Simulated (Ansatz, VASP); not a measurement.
One calculation of MgO, two programs

```xyz
2
Lattice="0.0000 2.1351 2.1351 2.1351 0.0000 2.1351 2.1351 2.1351 0.0000" Properties=species:S:1:pos:R:3 pbc="T T T"
Mg    0.0000    0.0000    0.0000
O     2.1970    2.1970    2.1351
```

Change from the starting cell: all O atoms moved +0.087 Å, as atom 2 along Cartesian [1 1 0].

Alike in both runs: task single point; functional PBE; k mesh 10 × 10 × 10; occupations gaussian, width 0.05 eV; no spin polarisation.

|  | VASP | Ansatz |
| --- | --- | --- |
| version | VASP 6.6.1 | Ansatz 0.2.0 |
| potentials or method | VASP PAW PBE potentials, release 64 (Mg, O), cutoff 600 eV | scalar-relativistic, plane waves, PAW |
| valence electrons in the cell | 8 | 16 |

```tsv
	VASP	Ansatz	Ansatz less VASP
gap on the k mesh at the Fermi level (eV)	4.33	4.35	+0.016
least direct gap on the mesh (eV)	4.33	4.35	+0.016
pressure (GPa)	-2.0	-1.1	+0.96
traceless stress, the component that is largest in VASP (GPa)	-0.78	-0.77	+0.008
rms of the force components (eV/Å)	0.230	0.228	-0.0029
```

Atom by atom the forces differ by 0.003 eV/Å (rms over components). VASP's potentials hold 8 valence electrons a cell and Ansatz's 16, so a difference there can come from the potentials and not from the codes.
